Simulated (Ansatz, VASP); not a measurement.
**Two plane-wave programs on GdN**

Contents of POSCAR:

```
GdN
1.0
    2.9780902793      0.0000000000      0.0000000000
    0.0000000000      2.9780902793      0.0000000000
    0.0000000000      0.0000000000      2.9780902793
Gd N
1 1
Direct
    0.0000000000      0.0000000000      0.0000000000
    0.5000000000      0.5000000000      0.5000000000
```

The input INCAR.step1:

```
  PREC = Accurate
  ENCUT = 520
  ISMEAR = 0
  SIGMA = 0.05
  LREAL = F
  LASPH = T
  NELM = 150
  ISPIN = 2
  MAGMOM = 7.64 0
  LMAXMIX = 6
  NBANDS = 22
  GGA = PE
  ALGO = Normal
  EDIFF = 1E-4
  LWAVE = T
  LCHARG = F
```

Contents of INCAR.step2:

```
  PREC = Accurate
  ENCUT = 520
  EDIFF = 1E-6
  ISMEAR = 0
  SIGMA = 0.05
  LREAL = F
  LASPH = T
  NELM = 150
  ALGO = Normal
  ISIF = 2
  LWAVE = F
  LCHARG = F
  ISPIN = 2
  MAGMOM = 7.64 0
  LORBIT = 11
  LMAXMIX = 6
  METAGGA = R2SCAN
  LMIXTAU = T
  NBANDS = 22
  ISTART = 1
```

Contents of KPOINTS:

```
Automatic mesh
0
Gamma
  12 12 12
```

Input for Ansatz:

```yaml
crystal:
  lattice:
    - [2.9780902793, 0.0, 0.0]
    - [0.0, 2.9780902793, 0.0]
    - [0.0, 0.0, 2.9780902793]
  atoms:
    - { symbol: Gd, position: [0.0, 0.0, 0.0], spin: 7.64 }
    - { symbol: "N", position: [0.5, 0.5, 0.5] }
basis:
  ecutwfc: 500
  ecutrho_ratio: 4
kpoints:
  mp_grid: { grid: [12, 12, 12] }
hamiltonian:
  xc: r2scan
scf:
  occupations: { method: gaussian, width: 0.05 }
output:
  forces: true
  stress: true
  eigenvalues: true
  populations: true
magnetization:
  spin_polarized: true
```

Alike in both runs: task single point; functional r2SCAN; k mesh 12 × 12 × 12; occupations gaussian, width 0.05 eV; collinear spin.

```csv
,VASP,Ansatz
version,VASP 6.6.1,Ansatz 0.2.0
potentials or method,"VASP PAW PBE potentials, release 64 (Gd, N), cutoff 520 eV","scalar-relativistic, plane waves, PAW"
valence electrons in the cell,23,23
```

```csv
,VASP,Ansatz,Ansatz less VASP
gap on the k mesh at the Fermi level (eV),none,none,-
pressure (GPa),7.2,7.1,-0.08
net moment per atom (μB),3.50,3.50,0.000
size of the moment on the site where the two differ most (μB),6.79,6.94,+0.153
```

VASP's potentials were made for PBE, not for r2SCAN. Site moments also hang on the region over which each program counts them. A gap of «none» marks a metal or a gap that the smearing closes. Ansatz's warnings: stability check not made.

Neither program's run includes spin-orbit coupling.
